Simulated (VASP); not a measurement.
Wanted: the native input for a VASP 6.6.1 run.

- Task: single point
- Functional: PBE
- Potentials or basis: VASP PAW PBE potentials, release 64 (Na_pv, Sr_sv)
- Cutoff: 520 eV
- k mesh: 6 × 6 × 6
- Occupations: gaussian, width 0.1 eV
- Spin: no spin polarisation
- Dipole correction: no
- Further INCAR settings: ALGO = Normal; EDIFF = 1e-06; NBANDS = 19

The structure of Na2Sr lies in POSCAR:

```
Na2Sr
1.0
   -1.9376856670      1.9376856670      4.7533851518
    1.9376856670     -1.9376856670      4.7533851518
    1.9376856670      1.9376856670     -4.7533851518
Na Sr
2 1
Direct
    0.6650000000      0.6650000000      0.0000000000
    0.3350000000      0.3350000000      0.0000000000
    0.0000000000      0.0000000000      0.0000000000
```

The input as run:

INCAR

```
PREC = Accurate
ENCUT = 520
EDIFF = 1E-6
ISMEAR = 0
SIGMA = 0.1
LREAL = F
LASPH = T
NELM = 80
ALGO = Normal
ISIF = 2
LWAVE = F
LCHARG = F
GGA = PE
NBANDS = 19
```

KPOINTS

```
Automatic mesh
0
Gamma
  6 6 6
```

Potentials or basis: VASP PAW PBE potentials, release 64 (Na_pv, Sr_sv).

The run is started by

```sh
$ cat potpaw_PBE.64/Na_pv/POTCAR potpaw_PBE.64/Sr_sv/POTCAR > POTCAR
$ mpirun -np 1 vasp_std > vasp.out
```

It gave:

```yaml
Pressure: 16.7 GPa
Largest_force: 0.591 eV/Å
Band_gap_on_the_k_mesh: zero (band 12 reaches 3.68 eV, above the bottom of band 13 at 3.03 eV)
```

Caveat: the k points lie up to 0.38 Å⁻¹ apart.

It took 41 s on 1 thread of Intel(R) Xeon(R) Platinum 8488C (Sapphire Rapids) (shared host), peak memory 0.25 GiB.
